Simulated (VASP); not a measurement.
A run of VASP 6.6.1 is set up as follows.

Contents of INCAR:

```
SYSTEM = Os
PREC = Accurate
ENCUT = 520
EDIFF = 1E-6
ISMEAR = -1
SIGMA = 0.1
LREAL = .False.
LASPH = .True.
NELM = 80
ALGO = Normal
ISIF = 2
LWAVE = .False.
LCHARG = .False.
GGA = PE
NBANDS = 15
```

File KPOINTS:

```
regular mesh
0
Gamma
  17 17 10
  0 0 0
```

Contents of POSCAR:

```
Os
1.0
    2.5400573100      0.0000000000      0.0000000000
   -1.2700286550      2.1997541575      0.0000000000
    0.0000000000      0.0000000000      4.0476368401
Os
2
Direct
    0.3333333333      0.6666666667      0.2500000000
    0.6666666667      0.3333333333      0.7500000000
```

Potentials or basis: VASP PAW PBE potentials, release 64 (Os).

Launch:

```bash
$ cat potpaw_PBE.64/Os/POTCAR > POTCAR
$ mpirun -np 1 vasp_std > vasp.out
```

Q: Estimate the band gap on the k mesh.

A: Zero (band 8 reaches 16.09 eV, above the bottom of band 9 at 10.50 eV).

Q: Predict the pressure.

A: 165.9 GPa.

Stress tensor (GPa, compression positive):
```
165.98   0.00   0.00
  0.00 165.98   0.00
  0.00   0.00 165.62
```

Caveat: spin-orbit coupling is left out, which moves the levels of the heavy elements.
